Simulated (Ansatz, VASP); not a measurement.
# CoIrC4N4 in VASP and in Ansatz

```
CELL_PARAMETERS angstrom
5.79691 0.00000 0.00000
0.00000 5.79691 0.00000
0.00000 0.00000 5.79691
ATOMIC_POSITIONS crystal
Co 0.50000 0.50000 0.50000
Ir 0.00000 0.00000 0.00000
C 0.19451 0.19451 0.19451
C 0.19451 0.80549 0.80549
C 0.80549 0.19451 0.80549
C 0.80549 0.80549 0.19451
N 0.31215 0.31215 0.31215
N 0.31215 0.68785 0.68785
N 0.68785 0.31215 0.68785
N 0.68785 0.68785 0.31215
```

Alike in both runs: functional PBE; k mesh 4 × 4 × 4; occupations gaussian, width 0.1 eV; collinear spin.

Ansatz relaxed the structure, and its values are those at the end. VASP's run is a single point on that final structure, the one shown.

|  | VASP | Ansatz |
| --- | --- | --- |
| version | VASP 6.6.1 | Ansatz 0.2.0 |
| potentials or method | VASP PAW PBE potentials, release 64 (Co, Ir, C, N), cutoff 600 eV | scalar-relativistic, plane waves, PAW |
| valence electrons in the cell | 54 | 70 |

```tsv
	VASP	Ansatz	Ansatz less VASP
gap on the k mesh at the Fermi level (eV)	none	none	-
pressure (GPa)	0.2	-0.2	-0.41
rms of the force components (eV/Å)	0.137	0.023	-0.1135
net moment per atom (μB)	0.01	0.01	+0.001
size of the moment on the site where the two differ most (μB)	1.17	0.63	-0.543
```

Site moments also hang on the region over which each program counts them. A gap of «none» marks a metal or a gap that the smearing closes. VASP's potentials hold 54 valence electrons a cell and Ansatz's 70, so a difference there can come from the potentials and not from the codes.

Neither program's run includes spin-orbit coupling. Noted on VASP's run: the standard files for N, O and F lose accuracy on very short bonds.
